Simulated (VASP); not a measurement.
Runs of VASP 6.6.1 on LiSn2. The structure is that of space group Fd-3m (No. 227), or close to it. The cells are those of the table. 

| task | cell | k mesh | cutoff (eV) | gap on the mesh (eV) | pressure (GPa) | relaxed volume (Å³/atom) |
| --- | --- | --- | --- | --- | --- | --- |
| relaxation of cell and atoms | relaxed from a = 5.660 Å, angles 60.0°, 6 atoms | 4 × 4 × 4 | 600 | none | 0.2 | 28.26 |
| single point | a = 6.220 Å, angles 60.0°, 6 atoms | 8 × 8 × 8 | 520 | none | - | - |
| relaxation of cell and atoms | relaxed from a = 6.241 Å, angles 60.0°, 6 atoms | 8 × 8 × 8 | 600 | none | 0.0 | (a) |
| single point | a = 5.660 Å, angles 60.0°, 6 atoms | 4 × 4 × 4 | 520 | none | - | - |
| single point | a = 6.241 Å, angles 60.0°, 6 atoms | 4 × 4 × 4 | 520 | none | - | - |

Alike in all rows: level PBE; potentials or basis VASP PAW PBE potentials, release 64 (Li_sv, Sn_d); no spin polarisation; smearing gaussian 0.1 eV.

Problem. Estimate the missing entries.

Solution. (a) 28.35.

Caveats: the cutoff is under 1.25 times the usual one of these potentials, so pressure, stress and relaxed cells hold a basis-set (Pulay) error; spin-orbit coupling is left out, which moves the levels of the heavy elements; the volume moved by over 15 % at a fixed basis, so the end points are rough (at least some runs).

A k mesh can miss the band edges, and the runs leave out spin-orbit coupling on Sn.

A gap of «none» marks levels without a gap at the run's occupations.
